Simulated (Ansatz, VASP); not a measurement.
## Two plane-wave programs on Ge

File INCAR:

```
PREC = Accurate
ENCUT = 520
EDIFF = 1E-8
ISMEAR = -1
SIGMA = 0.05
LREAL = False
LASPH = True
NELM = 100
ALGO = Normal
ISIF = 2
LWAVE = False
LCHARG = False
GGA = PE
LEFG = True
NBANDS = 21
```

KPOINTS

```
Automatic mesh
0
Gamma
  10 10 10
```

The input POSCAR:

```
Ge
1.0
    0.0000000000      2.7721946000      2.8287700000
    2.7721946000      0.0000000000      2.8287700000
    2.7721946000      2.7721946000      0.0000000000
Ge
2
Direct
    0.5000000000      0.5000000000      0.5000000000
    0.7500000000      0.7500000000      0.7500000000
```

Input for Ansatz:

```yaml
crystal:
  lattice:
    - [0.0, 2.7721946, 2.82877]
    - [2.7721946, 0.0, 2.82877]
    - [2.7721946, 2.7721946, 0.0]
  atoms:
    - { symbol: Ge, position: [0.5, 0.5, 0.5] }
    - { symbol: Ge, position: [0.75, 0.75, 0.75] }
kpoints:
  mp_grid: { grid: [10, 10, 10] }
scf:
  occupations: { method: fermi_dirac, width: 0.05 }
hamiltonian:
  xc: pbe
  pseudopotentials: { kind: paw }
output:
  forces: true
  stress: true
  eigenvalues: true
  efg: { contact_densities: true }
```

Change from the starting cell: equal xx and yy strain of -2 %, PAW files.

Alike in both runs: task electric field gradients; functional PBE; k mesh 10 × 10 × 10; occupations fermi-dirac, width 0.05 eV; no spin polarisation.

|  | VASP | Ansatz |
| --- | --- | --- |
| version | VASP 6.6.1 | Ansatz 0.2.0 |
| potentials or method | VASP PAW PBE potentials, release 64 (Ge_d) | PAW with Ansatz's default frozen-core files, scalar-relativistic |
| plane-wave cutoff (eV) | 520 | 420 |
| valence electrons in the cell | 28 | 28 |

Ansatz gave:

```
pressure (GPa)                                                : 7.0
traceless stress, the component that is largest in VASP (GPa) : -1.02
size of Vzz on the site where it differs most (V/Å²)          : 0.2
```

Question: Which values does VASP return?

Answer: Pressure (GPa): 6.9; traceless stress, the component that is largest in VASP (GPa): -1.03; size of Vzz on the site where it differs most (V/Å²): 0.2.

With one functional, cell and mesh, what is left measures potentials, basis and numerics.
